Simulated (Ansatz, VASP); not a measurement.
**SiNi in VASP and in Ansatz**

INCAR

```
SYSTEM = SiNi
ALGO = Normal ; EDIFF = 1E-6
ENCUT = 520 ; GGA = PE
ISIF = 2 ; ISMEAR = -1
ISPIN = 2 ; LASPH = .TRUE.
LCHARG = .FALSE. ; LMAXMIX = 4
LORBIT = 11 ; LREAL = .FALSE.
LWAVE = .FALSE. ; MAGMOM = 1 1 0 0
NBANDS = 26 ; NELM = 150
NUPDOWN = 2.0 ; PREC = Accurate
SIGMA = 0.05
```

Contents of KPOINTS:

```
k-points
0
G
  8 7 5
  0 0 0
```

File POSCAR:

```
SiNi
1.0
    2.9427706600      0.0000000000      0.0000000000
    0.0000000000      3.2803255400      0.0000000000
    0.0000000000      0.0000000000      4.6774467600
Ni Si
2 2
Direct
    0.5000000000      0.5000000000      0.3424955900
    0.0000000000      0.0000000000      0.6575044100
    0.5000000000      0.5000000000      0.8431431600
    0.0000000000      0.0000000000      0.1568568400
```

File input.yaml:

```yaml
crystal:
  lattice:
    - [2.94277066, 0.0, 0.0]
    - [0.0, 3.28032554, 0.0]
    - [0.0, 0.0, 4.67744676]
  atoms:
    - { symbol: Ni, position: [0.5, 0.5, 0.34249559], spin: 1.0 }
    - { symbol: Ni, position: [0.0, 0.0, 0.65750441], spin: 1.0 }
    - { symbol: Si, position: [0.5, 0.5, 0.84314316] }
    - { symbol: Si, position: [0.0, 0.0, 0.15685684] }
hamiltonian:
  xc: pbe
  pseudopotentials: { kind: paw }
magnetization:
  spin_polarized: true
  initial_magnetization: 2.0
  spin_locking: { lock_magnetization: hard }
kpoints:
  mp_grid: { grid: [8, 7, 5] }
scf:
  occupations: { method: fermi_dirac, width: 0.05 }
  lower_state_search: "off"
output:
  forces: true
  stress: true
  eigenvalues: true
```

Alike in both runs: task single point; functional PBE; k mesh 8 × 7 × 5; occupations fermi-dirac, width 0.05 eV; collinear spin; fixed moment 2 μB.

|  | VASP | Ansatz |
| --- | --- | --- |
| version | VASP 6.6.1 | Ansatz 0.2.0 |
| potentials or method | VASP PAW PBE potentials, release 64 (Ni, Si) | Ansatz PAW |
| plane-wave cutoff (eV) | 520 | 420 |
| valence electrons in the cell | 28 | 44 |

```tsv
	VASP	Ansatz	Ansatz less VASP
pressure (GPa)	14.8	14.8	+0.01
traceless stress, the component that is largest in VASP (GPa)	-2.06	-2.16	-0.099
rms of the force components (eV/Å)	0.214	0.214	-0.0006
net moment per atom (μB)	0.50	0.50	0.000
size of the moment on the site where the two differ most (μB)	0.68	0.65	-0.023
```

Site moments also hang on the region over which each program counts them. Atom by atom the forces differ by 0.005 eV/Å (rms over components). VASP's potentials hold 28 valence electrons a cell and Ansatz's 44, so a difference there can come from the potentials and not from the codes.
